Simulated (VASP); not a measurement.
Wanted: the native input for a VASP 6.6.1 run.

```
Task                   : single point
Functional             : PBE
Potentials or basis    : VASP PAW PBE potentials, release 64 (Na_pv, Cu)
Cutoff                 : 520 eV
k mesh                 : 18 × 18 × 8
Occupations            : gaussian, width 0.1 eV
Spin                   : no spin polarisation
Dipole correction      : no
Further INCAR settings : ALGO = Fast; EDIFF = 1e-07; NBANDS = 16
```

The structure of NaCu lies in POSCAR:

```
NaCu
1.0
    2.8605005500      0.0000000000      0.0000000000
   -1.4302502750      2.4772661439      0.0000000000
    0.0000000000      0.0000000000      4.9904043111
Na Cu
1 1
Direct
    0.3333333333      0.6666666667      0.5000000000
    0.0000000000      0.0000000000      0.0000000000
```

One way to write it, as run:

INCAR

```
PREC = Accurate ; ENCUT = 520
EDIFF = 1E-7 ; ISMEAR = 0
SIGMA = 0.1 ; LREAL = F
LASPH = T ; NELM = 100
ALGO = Fast ; ISIF = 2
LWAVE = F ; LCHARG = F
GGA = PE ; NBANDS = 16
```

KPOINTS

```
regular mesh
0
Gamma
  18 18 8
```

Potentials or basis: VASP PAW PBE potentials, release 64 (Na_pv, Cu).

Launch:

```console
$ cat potpaw_PBE.64/Na_pv/POTCAR potpaw_PBE.64/Cu/POTCAR > POTCAR
$ mpirun -np 1 vasp_std > vasp.out
```

It gave:

```json
{
 "Pressure": "0.1 GPa",
 "Band gap on the k mesh": "zero (band 9 reaches 6.84 eV, above the bottom of band 10 at 1.59 eV)"
}
```

It took 120 s on 1 thread of Intel(R) Xeon(R) Platinum 8259CL CPU @ 2.50GHz (Skylake/Cascade Lake) (shared host), peak memory 0.23 GiB.
